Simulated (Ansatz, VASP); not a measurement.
# Two plane-wave programs on SnSe

File INCAR:

```
ALGO = Normal
EDIFF = 1E-6
EDIFFG = -0.01
ENCUT = 600
GGA = RP
GGA_COMPAT = F
IBRION = 2
ISIF = 3
ISMEAR = 1
LASPH = T
LCHARG = F
LORBIT = 11
LORBMOM = T
LREAL = F
LSORBIT = T
LWAVE = F
MAGMOM = 0.289 0.289 0.289 0 0 0
NELM = 150
NSW = 60
PREC = Accurate
SIGMA = 0.1
```

The input KPOINTS:

```
k-points
0
Gamma
  8 8 8
```

Contents of POSCAR:

```
SnSe
1.0
    0.0000000000      3.0100000000      3.0100000000
    3.0100000000      0.0000000000      3.0100000000
    3.0100000000      3.0100000000      0.0000000000
Sn Se
1 1
Direct
    0.0000000000      0.0000000000      0.0000000000
    0.5000000000      0.5000000000      0.5000000000
```

input.yaml

```yaml
crystal:
  lattice:
    - [0.0, 3.01, 3.01]
    - [3.01, 0.0, 3.01]
    - [3.01, 3.01, 0.0]
  atoms:
    - { symbol: Sn, position: [0.0, 0.0, 0.0], spin: 0.501, spin_axis: [0.289, 0.289, 0.289] }
    - { symbol: Se, position: [0.5, 0.5, 0.5] }
hamiltonian:
  xc: rpbe
  pseudopotentials: { kind: paw_fr }
magnetization:
  noncollinear: true
  spin_orbit: true
kpoints:
  mp_grid: { grid: [8, 8, 8] }
scf:
  occupations: { method: methfessel_paxton, width: 0.1 }
output:
  forces: true
  stress: true
relax:
  f_tol: 0.01
  max_steps: 40
  cell: { stress_tol: 0.05 }
```

Alike in both runs: task relaxation of cell and atoms; functional RPBE; k mesh 8 × 8 × 8; occupations methfessel-paxton of order 1, width 0.1 eV; non-collinear spin, spin-orbit coupling.

|  | VASP | Ansatz |
| --- | --- | --- |
| version | VASP 6.6.1 | Ansatz 0.2.0 |
| potentials or method | VASP PAW PBE potentials, release 64 (Sn_d, Se) | Ansatz PAW |
| plane-wave cutoff (eV) | 600 | 420 |
| valence electrons in the cell | 20 | 30 |

|  | VASP | Ansatz | Ansatz less VASP |
| --- | --- | --- | --- |
| net moment per atom (μB) | 0.00 | 0.00 | 0.000 |
| relaxed volume (Å³/atom) | 28.73 | 28.72 | -0.011 |
| relaxed length of the cell vector where the two differ most in proportion (Å) | 4.331 | 4.331 | -0.0005 |

VASP's potentials were made for PBE, not for RPBE. VASP's potentials hold 20 valence electrons a cell and Ansatz's 30, so a difference there can come from the potentials and not from the codes.

Noted on Ansatz's run: the plane-wave basis is chosen anew once the cell has moved, so the energies of steps on either side of that aren't comparable.
